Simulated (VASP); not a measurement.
Set up this calculation in VASP 6.6.1, as the native input.

| Property | Result |
| --- | --- |
| Task | single point |
| Functional | r2SCAN |
| Potentials or basis | VASP PAW PBE potentials, release 64 (Ta_pv, Ru_pv) |
| Cutoff | 520 eV |
| k mesh | 14 × 14 × 14 |
| Occupations | gaussian, width 0.1 eV |
| Spin | no spin polarisation |
| Dipole correction | no |
| Further INCAR settings | ALGO = Normal; EDIFF = 1e-07; NBANDS = 20 |

Crystal: TaRu.

```
Ta Ru
1.0
     3.09046    0.00000    0.00000
     0.00000    3.09046    0.00000
     0.00000    0.00000    3.09046
Ta Ru
1 1
Direct
  0.50000 0.50000 0.50000
  0.00000 0.00000 0.00000
```

This cell differs from its parent crystal: volume scaled by 0.94.

The input as run:

POSCAR

```
TaRu
1.0
    3.0904600053      0.0000000000      0.0000000000
    0.0000000000      3.0904600053      0.0000000000
    0.0000000000      0.0000000000      3.0904600053
Ta Ru
1 1
Direct
    0.5000000000      0.5000000000      0.5000000000
    0.0000000000      0.0000000000      0.0000000000
```

INCAR.step1

```
ALGO = Normal ; EDIFF = 1E-4
ENCUT = 520 ; GGA = PE
ISMEAR = 0 ; LASPH = T
LCHARG = F ; LREAL = F
LWAVE = T ; NBANDS = 20
NELM = 100 ; PREC = Accurate
SIGMA = 0.1
```

INCAR.step2

```
ALGO = Normal ; EDIFF = 1E-7
ENCUT = 520 ; ISIF = 2
ISMEAR = 0 ; ISTART = 1
LASPH = T ; LCHARG = F
LMIXTAU = T ; LREAL = F
LWAVE = F ; METAGGA = R2SCAN
NBANDS = 20 ; NELM = 100
PREC = Accurate ; SIGMA = 0.1
```

KPOINTS

```
k-points
0
Gamma
  14 14 14
```

Potentials or basis: VASP PAW PBE potentials, release 64 (Ta_pv, Ru_pv).

Launch:

```sh
$ cat potpaw_PBE.64/Ta_pv/POTCAR potpaw_PBE.64/Ru_pv/POTCAR > POTCAR
$ cp INCAR.step1 INCAR
$ mpirun -np 1 vasp_std > vasp.out
$ cp INCAR.step2 INCAR
$ mpirun -np 1 vasp_std > vasp.out
```

It gave:

```
Pressure : 20.3 GPa
```

Caveat: the PAW data sets were made with another functional, which shifts forces and pressure a little.

Wall time 2.3 min on 1 thread of Intel(R) Xeon(R) 6975P-C (Granite Rapids), on a shared host, peak memory 0.2 GiB.
